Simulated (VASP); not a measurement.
BaTiO3, 5 atoms in the cell. It takes space group Pm-3m (No. 221, cubic). Conventional cell: a = 3.952 Å, b = 3.952 Å, c = 3.952 Å, α = 90.00°, β = 90.00°, γ = 90.00°. Ba (site symmetry m-3m) has 12 O at 2.79 Å and 8 Ti at 3.42 Å within 3.7 Å. Ti (site symmetry m-3m) has 6 O at 1.98 Å within 2.6 Å. O (site symmetry 4/mmm) has 2 Ti at 1.98 Å within 2.6 Å. 

```yaml
Program: VASP 6.6.1
Task: single point
Functional: LDA
Potentials_or_basis: VASP PAW LDA potentials, release 64 (Ba_sv, Ti_sv, O_h)
Cutoff: 1340 eV
k_mesh: 6 × 6 × 6
Occupations: gaussian, width 0.01 eV
Spin: no spin polarisation
Dipole_correction: no
Further_INCAR_settings: ALGO = Normal; EDIFF = 1e-06; NBANDS = 28
```

Potentials or basis: VASP PAW LDA potentials, release 64 (Ba_sv, Ti_sv, O_h).

Run with:

```console
$ cat potpaw_LDA.64/Ba_sv/POTCAR potpaw_LDA.64/Ti_sv/POTCAR potpaw_LDA.64/O_h/POTCAR > POTCAR
$ mpirun -np 1 vasp_std > vasp.out
```

Hardware: 1 thread of Intel(R) Xeon(R) Platinum 8124M CPU @ 3.00GHz (Skylake/Cascade Lake) (shared host).

Task: Estimate the wall time of this run.

Result: Run time: 2.2 min on 1 thread of Intel(R) Xeon(R) Platinum 8124M CPU @ 3.00GHz (Skylake/Cascade Lake) (shared host), peak memory 0.37 GiB. Counts: scf iterations 15, k points 20.
